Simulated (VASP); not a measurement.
## BN: single point with r2SCAN

Crystal: BN.

```
B N
1.0
     2.55394    0.00000    0.00000
    -1.27697    2.21178    0.00000
     0.00000    0.00000    4.22685
B N
2 2
Cartesian
  0.9770 0.7373 3.9257
  0.0000 1.4745 2.1123
  1.2770 0.7373 2.6430
  0.0000 1.4745 0.5295
```

This cell differs from its parent crystal: atom 1 (B) moved by (-0.300, -0.300) A along x and z.

```yaml
Program: VASP 6.6.1
Task: single point
Functional: r2SCAN
Potentials_or_basis: VASP PAW PBE potentials, release 64 (B, N)
Cutoff: 660 eV
k_mesh: 12 × 12 × 6
Occupations: gaussian, width 0.05 eV
Spin: no spin polarisation
```

The pressure is 19.1 GPa. The largest force is 13.994 eV/Å. The band gap on the k mesh is 1.42 eV (least direct gap 4.66 eV).

Forces in eV/Å, atoms in the order of the input:
```
B    2.119 -1.305 13.771
B   -0.050  0.110 -4.140
N   -0.349 -0.022 -6.738
N   -1.720  1.217 -2.892
```

Stress tensor (GPa, compression positive):
```
21.36  8.10 -3.74
 8.10  9.65  3.78
-3.74  3.78 26.19
```

Levels at points of the mesh, in eV from the valence-band top:
| k point | band 5 | band 6 | band 7 | band 8 | band 9 | band 10 | band 11 | band 12 |
| --- | --- | --- | --- | --- | --- | --- | --- | --- |
| (0.00, 0.00, 0.00) | -5.57 | -4.73 | -1.61 | 0.00 | 5.11 | 6.08 | 6.89 | 7.95 |
| (0.50, 0.00, 0.00) | -8.46 | -8.34 | -7.60 | -3.17 | 3.53 | 4.22 | 6.82 | 9.18 |
| (0.00, 0.50, 0.00) | -9.24 | -8.18 | -7.97 | -2.20 | 2.46 | 4.71 | 7.59 | 9.88 |
| (0.50, 0.50, 0.00) | -9.76 | -8.27 | -7.88 | -2.22 | 4.01 | 5.23 | 7.32 | 9.46 |
| (0.00, 0.00, 0.50) | -5.54 | -5.36 | -2.46 | -0.14 | 4.67 | 6.19 | 7.11 | 8.43 |
| (0.50, 0.00, 0.50) | -8.09 | -7.47 | -5.59 | -4.06 | 3.49 | 4.01 | 6.61 | 9.09 |
| (0.00, 0.50, 0.50) | -8.42 | -7.64 | -5.90 | -2.85 | 2.99 | 3.65 | 6.46 | 9.63 |
| (0.50, 0.50, 0.50) | -8.14 | -7.60 | -5.99 | -3.17 | 3.00 | 4.29 | 7.67 | 9.79 |

It took 12 min on 1 thread of Oxide Virtual Turin-like Processor (shared host), peak memory 0.28 GiB.

Caveat: the cell differs from its parent crystal (atom 1 (B) moved by (-0.300, -0.300) A along x and z); the stress differs along the axes, from 10 to 26 GPa; the PAW data sets were made with another functional, which shifts forces and pressure a little. A k mesh can miss the band edges.
